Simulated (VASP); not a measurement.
A run of VASP 6.6.1:

File INCAR:

```
ALGO = Normal
EDIFF = 1E-6
ENCUT = 520
GGA = PE
ISIF = 2
ISMEAR = -1
ISPIN = 2
ISYM = 0
LASPH = True
LCHARG = False
LMAXMIX = 4
LORBIT = 11
LREAL = False
LWAVE = False
MAGMOM = 1.95 -1.95
NBANDS = 20
NELM = 150
PREC = Accurate
SIGMA = 0.05
```

Contents of KPOINTS:

```
k-points
0
Gamma
  12 7 10
```

File POSCAR:

```
Co
1.0
    0.0000000000     -1.7885000000     -1.7885000000
   -3.5770000000     -1.7885000000     -1.7885000000
    0.0000000000      1.7885000000     -1.7885000000
Co
2
Direct
    0.0000000000      0.0000000000      0.0000000000
    0.0000000000      0.5000000000      0.5000000000
```

Potentials or basis: VASP PAW PBE potentials, release 64 (Co).

Run with:

```bash
$ cat potpaw_PBE.64/Co/POTCAR > POTCAR
$ mpirun -np 1 vasp_std > vasp.out
```

Hardware: 1 thread of AMD EPYC 9R45 96-Core Processor (Zen 5) (shared host).

Estimate the wall time of this run.

Run time: 15 min on 1 thread of AMD EPYC 9R45 96-Core Processor (Zen 5) (shared host), peak memory 0.34 GiB. Counts: scf iterations 47, k points 422.
